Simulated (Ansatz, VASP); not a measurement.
One calculation of TaRu4, two programs

The input INCAR:

```
PREC = Accurate
ENCUT = 520
EDIFF = 1E-7
ISMEAR = 0
SIGMA = 0.1
LREAL = F
LASPH = T
NELM = 60
ALGO = Normal
ISIF = 2
LWAVE = F
LCHARG = F
GGA = PE
NBANDS = 78
```

KPOINTS

```
Automatic mesh
0
Gamma
  6 6 1
```

POSCAR

```
TaRu4
1.0
    2.7357085100      0.0000000000      0.0000000000
   -1.3678542500      2.3691930600      0.0000000000
    0.0000000000      0.0000000000     21.6745802200
Ta Ru
2 8
Direct
    0.3333333300      0.6666666700      0.7500000000
    0.6666666700      0.3333333300      0.2500000000
    0.3333333300      0.6666666700      0.9500000000
    0.3333333300      0.6666666700      0.1500000000
    0.3333333300      0.6666666700      0.3500000000
    0.3333333300      0.6666666700      0.5500000000
    0.6666666700      0.3333333300      0.8500000000
    0.6666666700      0.3333333300      0.0500000000
    0.6666666700      0.3333333300      0.4500000000
    0.6666666700      0.3333333300      0.6500000000
```

Input for Ansatz:

```yaml
crystal:
  lattice:
    - [2.73570851, 0.0, 0.0]
    - [-1.36785425, 2.36919306, 0.0]
    - [0.0, 0.0, 21.67458022]
  atoms:
    - { symbol: Ta, position: [0.33333333, 0.66666667, 0.75] }
    - { symbol: Ta, position: [0.66666667, 0.33333333, 0.25] }
    - { symbol: Ru, position: [0.33333333, 0.66666667, 0.95] }
    - { symbol: Ru, position: [0.33333333, 0.66666667, 0.15] }
    - { symbol: Ru, position: [0.33333333, 0.66666667, 0.35] }
    - { symbol: Ru, position: [0.33333333, 0.66666667, 0.55] }
    - { symbol: Ru, position: [0.66666667, 0.33333333, 0.85] }
    - { symbol: Ru, position: [0.66666667, 0.33333333, 0.05] }
    - { symbol: Ru, position: [0.66666667, 0.33333333, 0.45] }
    - { symbol: Ru, position: [0.66666667, 0.33333333, 0.65] }
basis:
  ecutwfc: 420
kpoints:
  mp_grid: { grid: [6, 6, 1] }
hamiltonian:
  xc: pbe
scf:
  occupations: { method: gaussian, width: 0.1 }
  lower_state_search: "off"
output:
  forces: true
  stress: true
  eigenvalues: true
```

Alike in both runs: task single point; functional PBE; k mesh 6 × 6 × 1; occupations gaussian, width 0.1 eV; no spin polarisation.

```csv
,VASP,Ansatz
version,VASP 6.6.1,Ansatz 0.2.0
potentials or method,"VASP PAW PBE potentials, release 64 (Ta_pv, Ru_pv), cutoff 520 eV","scalar-relativistic, plane waves, PAW"
valence electrons in the cell,134,154
```

|  | VASP | Ansatz | Ansatz less VASP |
| --- | --- | --- | --- |
| gap on the k mesh at the Fermi level (eV) | none | none | - |
| pressure (GPa) | 14.1 | 14.0 | -0.13 |
| traceless stress, the component that is largest in VASP (GPa) | 2.13 | 2.09 | -0.039 |
| rms of the force components (eV/Å) | 0.665 | 0.652 | -0.0121 |

Atom by atom the forces differ by 0.013 eV/Å (rms over components). A gap of «none» marks a metal or a gap that the smearing closes. VASP's potentials hold 134 valence electrons a cell and Ansatz's 154, so a difference there can come from the potentials and not from the codes.

The k mesh is coarse, so the values compare programs but aren't converged. Spin-orbit coupling is off throughout.
